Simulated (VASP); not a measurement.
# C (R-3m) in VASP: notebook

C is run at these levels: PBEsol; tasks: relaxation of cell and atoms, relaxation of shape and atoms at fixed volume.

Program: VASP 6.6.1. These are calculated values, not measurements. Logs are shortened: lines on timing, memory, paths and dates and some standing lists are left out, and cuts for length are marked.

## 1. The cell of the first run

Symmetry: R-3m, No. 166, trigonal system. The conventional cell has a = 2.459 Å, b = 2.459 Å, c = 10.842 Å, α = 90.00°, β = 90.00°, γ = 120.00°. C (site symmetry 3m) has 3 C at 1.42 Å within 1.9 Å.

## 2. Relaxation of cell and atoms, PBEsol, target pressure 3 GPa, at which the enthalpy is minimised

Contents of INCAR:

```
PREC = Accurate
ENCUT = 600
EDIFF = 1E-7
ISMEAR = 0
SIGMA = 0.01
LREAL = F
LASPH = T
NELM = 120
ALGO = Normal
ISIF = 3
LWAVE = F
LCHARG = F
GGA = PS
IBRION = 2
NSW = 80
EDIFFG = -0.001
PSTRESS = 30.0
GGA_COMPAT = F
NELMIN = 4
```

Contents of KPOINTS:

```
regular mesh
0
Gamma
  18 18 18
```

Contents of POSCAR:

```
C
1.0
    1.2294462219      0.7098211072      3.6139529305
   -1.2294462219      0.7098211072      3.6139529305
    0.0000000000     -1.4196422144      3.6139529305
C
2
Direct
    0.1666410550      0.1666410550      0.1666410550
    0.8333589450      0.8333589450      0.8333589450
```

Potentials or basis: VASP PAW PBE potentials, release 64 (C).

Started as:

```console
> cat potpaw_PBE.64/C/POTCAR > POTCAR
> mpirun -np 1 vasp_std > vasp.out
```

OUTCAR:

```text
PREC = Accurate
   ENCUT = 600
   EDIFF = 1E-7
   ISMEAR = 0
   LREAL = F
   LASPH = T
   NELM = 120
   ISIF = 3
   GGA = PS
   IBRION = 2
   NSW = 80
   EDIFFG = -0.001
   PSTRESS = 30.0
   NELMIN = 4

 ion  position               nearest neighbor table
   1  0.167  0.167  0.167-   2 1.42   2 1.42   2 1.42
   2  0.833  0.833  0.833-   1 1.42   1 1.42   1 1.42

  LATTYP: Found a trigonal (rhomboedric) cell.
 ALAT       =     3.8827876327
 COS(alpha) =     0.7994781080

  Lattice vectors:

 A1 = (   1.2294462219,   0.7098211072,   3.6139529305)
 A2 = (  -1.2294462219,   0.7098211072,   3.6139529305)
 A3 = (   0.0000000000,  -1.4196422144,   3.6139529305)

Analysis of symmetry for initial positions (statically):
=====================================================================
 Subroutine PRICEL returns:
 Original cell was already a primitive cell.

 Routine SETGRP: Setting up the symmetry group for a
 trigonal (rhombohedral) supercell.

 Subroutine GETGRP returns: Found 12 space group operations
 (whereof 12 operations were pure point group operations)
 out of a pool of 12 trial point group operations.

The static configuration has the point symmetry D_3d.

Analysis of symmetry for dynamics (positions and initial velocities):
=====================================================================
 Subroutine PRICEL returns:
 Original cell was already a primitive cell.

 Routine SETGRP: Setting up the symmetry group for a
 trigonal (rhombohedral) supercell.

 Subroutine GETGRP returns: Found 12 space group operations
 (whereof 12 operations were pure point group operations)
 out of a pool of 12 trial point group operations.

The dynamic configuration has the point symmetry D_3d.

 Subroutine INISYM returns: Found 12 space group operations
 (whereof 12 operations are pure point group operations),
 and found     1 'primitive' translations

----------------------------------------------------------------------------------------

                                     Primitive cell

  volume of cell :      18.9231

  direct lattice vectors                    reciprocal lattice vectors
     1.229446222  0.709821107  3.613952930     0.406687166  0.234800945  0.092235106
    -1.229446222  0.709821107  3.613952930    -0.406687166  0.234800945  0.092235106
     0.000000000 -1.419642214  3.613952930     0.000000000 -0.469601890  0.092235106

  length of vectors
[... 106 lines left out ...]
   LORBIT       =      0    0 simple, 1 ext, 2 COOP (PROOUT), +10 PAW based schemes
   GGA     = PS    functional components
   LHFCALC =     F    Hartree Fock is set to
   AEXX    =    0.0000 exact exchange contribution
   IVDW    =     0    specifies the selected vdW correction
   LEPSILON=     F    determine dielectric tensor
   LRPA    =     F    only Hartree local field effects (RPA)
 conjugate gradient relaxation of ions
 non-spin polarized calculation
 Gauss-broadening in eV      SIGMA  =   0.01
  energy-cutoff  :      600.00
  volume of cell :       18.92
 maximum number of plane-waves:       647
   NGX = 15   NGY = 15   NGZ = 15

--------------------------------------- Ionic step        1  -------------------------------------------

 number of electron       8.0000000 magnetization

 Free energy of the ion-electron system (eV)
  ---------------------------------------------------
  ext. energy  EPLUGINS =         0.00000000
  ---------------------------------------------------
  free energy    TOTEN  =       -19.29457934 eV

  energy without entropy =      -19.29457934  energy(sigma->0) =      -19.29457934

------------------------ aborting loop because EDIFF is reached ----------------------------------------

  FORCE on cell =-STRESS in cart. coord.  units (eV):
  Direction    XX          YY          ZZ          XY          YZ          ZX
  --------------------------------------------------------------------------------------
  -------------------------------------------------------------------------------------
  Total        0.0601450      0.0601450     -0.0339220      0.0000000     -0.0000000      0.0000000
  in kB        5.0923481      5.0923481     -2.8721030      0.0000000     -0.0000000      0.0000000
  external PRESSURE =     -27.5624689 kB  Pullay stress =      30.0000000 kB
[... 97 lines left out ...]
  energy  without entropy=      -19.2921774705  energy(sigma->0) =      -19.29217747

  enthalpy is  TOTEN    =       -18.9424087808 eV   P V=        0.3497686897

[... ionic steps 4 to 14 ...]

--------------------------------------- Ionic step       15  -------------------------------------------

 number of electron       8.0000000 magnetization

------------------------ aborting loop because EDIFF is reached ----------------------------------------
[... 71 lines left out ...]
--------------------------------------- Ionic step       17  -------------------------------------------

 number of electron       8.0000000 magnetization

 Free energy of the ion-electron system (eV)
  ---------------------------------------------------
  ext. energy  EPLUGINS =         0.00000000
  ---------------------------------------------------
  free energy    TOTEN  =       -19.28241177 eV

  energy without entropy =      -19.28241177  energy(sigma->0) =      -19.28241177

 E-fermi :   4.8695     XC(G=0): -10.9068

 val. band max:        4.7861289013   @ k =  -0.2222   0.3889   0.0556
 cond. band min:       5.5349228911   @ k =  -0.3333   0.3333   0.0000
 fundamental gap:      0.7487939899
 Fermi energy:         4.8695339572

 k-point     1 :       0.0000    0.0000    0.0000
  band No.  band energies     occupation
      1     -14.6763      2.00000
      2      -1.2437      2.00000
      3       2.1706      2.00000
      4       2.1706      2.00000
      5       9.5403      0.00000
      6      13.5733      0.00000
      7      13.5733      0.00000
      8      16.6131      0.00000
[... 243 lines left out ...]
 k-point    24 :      -0.2222    0.0556    0.0000
  band No.  band energies     occupation
      1     -13.1115      2.00000
      2      -2.2557      2.00000
      3      -0.0910      2.00000
      4       0.3840      2.00000
      5      11.5243      0.00000
      6      12.2074      0.00000
      7      13.8146      0.00000
      8      18.2586      0.00000

 [... further k-points ...]

------------------------ aborting loop because EDIFF is reached ----------------------------------------

  FORCE on cell =-STRESS in cart. coord.  units (eV):
  Direction    XX          YY          ZZ          XY          YZ          ZX
  --------------------------------------------------------------------------------------
  -------------------------------------------------------------------------------------
  Total        0.3107012      0.3107012      0.3121877      0.0000000      0.0000000      0.0000000
  in kB       29.8437838     29.8437838     29.9865673      0.0000000      0.0000000      0.0000000
  external PRESSURE =      -0.1086217 kB  Pullay stress =      30.0000000 kB
[... 21 lines left out ...]
  energy  without entropy=      -19.2824117729  energy(sigma->0) =      -19.28241177

  enthalpy is  TOTEN    =       -18.9700842073 eV   P V=        0.3123275657

 reached required accuracy - stopping structural energy minimisation
```

CONTCAR:

```text
C
   1.00000000000000
     1.2268274481663810    0.7083091574902237    3.1992048745757828
    -1.2268274481663810    0.7083091574902237    3.1992048745757828
     0.0000000000000000   -1.4166183149804474    3.1992048745757828
  C
     2
Direct
     0.1665698009394661    0.1665698009394661    0.1665698009394661
     0.8334301990605339    0.8334301990605339    0.8334301990605339

  0.00000000E+00  0.00000000E+00  0.00000000E+00
  0.00000000E+00  0.00000000E+00  0.00000000E+00
```

Run time: 11 min. Hardware: 1 thread of Intel Xeon 6975P-C (Granite Rapids), shared host; peak memory 0.24 GiB.

Results:

```
Free energy                                                : -19.2824 eV
Relaxed volume                                             : 8.34 Å³/atom
Relaxed cell                                               : a = 3.499 Å, b = 3.499 Å, c = 3.499 Å, α = 41.05°, β = 41.05°, γ = 41.05°
Space group after relaxing (to 0.1 Å)                      : R-3m (No. 166)
Energy change on relaxing (the run minimises the enthalpy) : +6.1 meV/atom
Ionic steps                                                : 17
Pressure after relaxing                                    : 3.0 GPa
```

The path:
| step | energy change (eV) | largest force (eV/Å) | pressure (GPa) | volume (Å³) |
| --- | --- | --- | --- | --- |
| 1 | 0.0000 | 0.0000 | 0.24 | 18.92 |
| 2 | 0.0076 | 0.0006 | 6.03 | 18.48 |
| 3 | 0.0024 | 0.0003 | 3.36 | 18.68 |
| 4 | 0.0021 | 0.0011 | 3.35 | 18.49 |
| 5 | 0.0020 | 0.0042 | 3.39 | 17.94 |
| 6 | 0.0100 | 0.0166 | 3.81 | 16.82 |
| 7 | 0.0150 | 0.0218 | 4.03 | 16.54 |
| 8 | 0.0130 | 0.0197 | 3.95 | 16.64 |
| 9 | 0.0117 | 0.0354 | -1.58 | 16.91 |
| 10 | 0.0120 | 0.0103 | 2.97 | 16.69 |
| 11 | 0.0120 | 0.0104 | 2.99 | 16.69 |
| 12 | 0.0121 | 0.0134 | 3.03 | 16.68 |
| 13 | 0.0120 | 0.0003 | 3.01 | 16.69 |
| 14 | 0.0120 | 0.0008 | 2.93 | 16.69 |
| 15 | 0.0120 | 0.0005 | 2.97 | 16.69 |
| 16 | 0.0121 | 0.0002 | 2.98 | 16.68 |
| 17 | 0.0122 | 0.0005 | 2.99 | 16.68 |

Final structure:
```
C
1.0
     1.22683    0.70831    3.19920
    -1.22683    0.70831    3.19920
     0.00000   -1.41662    3.19920
C
2
Cartesian
  0.0000 0.0000 1.5987
  0.0000 0.0000 7.9989
```

Caveat: the cell is relaxed towards a set pressure, so the run minimises the enthalpy, not the energy; this functional lacks dispersion, which binds layers or chains, so the pressure and a relaxed spacing across them are unreliable; the PAW data sets were made with another functional, which shifts forces and pressure a little.

## 3. Relaxation of shape and atoms at fixed volume, PBEsol (9.65 Å³/atom)

This run uses another cell than the first one, of 9.65 Å³/atom.

Contents of INCAR:

```
  PREC = Accurate
  ENCUT = 600
  EDIFF = 1E-7
  ISMEAR = 0
  SIGMA = 0.01
  LREAL = F
  LASPH = T
  NELM = 120
  ALGO = Normal
  ISIF = 4
  LWAVE = F
  LCHARG = F
  GGA = PS
  IBRION = 2
  NSW = 80
  EDIFFG = -0.001
  GGA_COMPAT = F
  NELMIN = 4
```

KPOINTS is that of step 2.

Contents of POSCAR:

```
C
1.0
    1.2375884872      0.7145220462      3.6378870911
   -1.2375884872      0.7145220462      3.6378870911
    0.0000000000     -1.4290440924      3.6378870911
C
2
Direct
    0.1666410550      0.1666410550      0.1666410550
    0.8333589450      0.8333589450      0.8333589450
```

Potentials or basis: VASP PAW PBE potentials, release 64 (C).

Started as:

```console
> cat potpaw_PBE.64/C/POTCAR > POTCAR
> mpirun -np 1 vasp_std > vasp.out
```

It took 3.6 min on 1 thread of Intel Xeon 6975P-C (Granite Rapids), shared host; peak memory 0.23 GiB.

The run converged. Its results:

* Free energy: -19.2949 eV
* Energy gained by relaxing: 2.3 meV/atom
* Ionic steps: 5
* Pressure after relaxing: -0.4 GPa

Step by step:
```tsv
step	energy change (eV)	largest force (eV/Å)	pressure (GPa)	volume (Å³)
1	0.0000	0.0004	-4.76	19.30
2	-0.0046	0.0012	0.06	19.30
3	-0.0047	0.0011	-0.41	19.30
4	-0.0047	0.0011	-0.33	19.30
5	-0.0047	0.0007	-0.42	19.30
```

Final structure:
```
CELL_PARAMETERS angstrom
1.23043 0.71039 3.68034
-1.23043 0.71039 3.68034
0.00000 -1.42078 3.68034
ATOMIC_POSITIONS crystal
C 0.16665 0.16665 0.16665
C 0.83335 0.83335 0.83335
```

Caveat: this functional lacks dispersion, which binds layers or chains, so the pressure and a relaxed spacing across them are unreliable; the PAW data sets were made with another functional, which shifts forces and pressure a little.
